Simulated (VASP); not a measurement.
GaAs, 2 atoms in the cell. It takes space group F-43m (No. 216, cubic). The conventional cell has a = 5.612 Å, b = 5.612 Å, c = 5.612 Å, α = 90.00°, β = 90.00°, γ = 90.00°. Within 3.2 Å of Ga (site symmetry -43m) lie 4 As at 2.43 Å. Within 3.2 Å of As (site symmetry -43m) lie 4 Ga at 2.43 Å.  This cell differs from its parent crystal: volume scaled by 1.000 of the coarse rest volume.

| Quantity | Value |
| --- | --- |
| Program | VASP 6.6.1 |
| Task | single point |
| Functional | LDA |
| Potentials or basis | VASP PAW LDA potentials, release 64 (Ga_d, As) |
| Cutoff | 500 eV |
| k mesh | 8 × 8 × 8 |
| Occupations | gaussian, width 0.02 eV |
| Spin | no spin polarisation |
| Dipole correction | no |
| Further INCAR settings | ALGO = Normal; EDIFF = 1e-06; NBANDS = 16 |

Potentials or basis: VASP PAW LDA potentials, release 64 (Ga_d, As).

The run is started by

```console
$ cat potpaw_LDA.64/Ga_d/POTCAR potpaw_LDA.64/As/POTCAR > POTCAR
$ mpirun -np 1 vasp_std > vasp.out
```

Hardware: 1 thread of Intel Xeon 8259CL (shared host).

**Question.** Estimate the wall time of this run.

**Answer.** Wall time 34 s on 1 thread of Intel Xeon 8259CL, with other jobs on the host, peak memory 0.16 GiB. Counts: scf iterations 12, k points 29.
